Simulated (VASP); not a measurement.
Input of a VASP 6.6.1 run:

INCAR

```
SYSTEM = NiF
ALGO     = Normal         ! electronic algorithm
EDIFF    = 1E-6           ! SCF threshold, eV
ENCUT    = 520            ! plane-wave cutoff, eV
GGA      = PE             ! functional
ISIF     = 2              ! what is computed and relaxed
ISMEAR   = -1             ! smearing method
ISPIN    = 2              ! spin polarisation
LASPH    = .True.         ! aspherical terms in the spheres
LCHARG   = .False.        ! write CHGCAR
LMAXMIX  = 4              ! l up to which the mixer works
LORBIT   = 11             ! projections on sites
LREAL    = .False.        ! projectors in reciprocal space
LWAVE    = .False.        ! write WAVECAR
MAGMOM   = 1 0            ! initial moments
NBANDS   = 20             ! bands
NELM     = 150            ! most SCF steps
PREC     = Accurate       ! precision mode
SIGMA    = 0.05           ! smearing width, eV
```

The input KPOINTS:

```
k-points
0
Gamma
  10 10 10
  0 0 0
```

The input POSCAR:

```
NiF
1.0
    0.0000000000      2.3655667032      2.3655667032
    2.3655667032      0.0000000000      2.3655667032
    2.3655667032      2.3655667032      0.0000000000
Ni F
1 1
Direct
    0.0000000000      0.0000000000      0.0000000000
    0.7500000000      0.7500000000      0.7500000000
```

Potentials or basis: VASP PAW PBE potentials, release 64 (Ni, F).

Command:

```sh
$ cat potpaw_PBE.64/Ni/POTCAR potpaw_PBE.64/F/POTCAR > POTCAR
$ mpirun -np 1 vasp_std > vasp.out
```

Q: Predict the net moment.

A: 1.18 μB per cell.

Q: What does it give for the site moments?

A: Ni +1.14; F +0.07 μB.

Q: Estimate the pressure.

A: 3.6 GPa.

Caveat: the cell stands under pressure; a cell with one magnetic atom can't hold antiferromagnetic order, which such compounds often take.
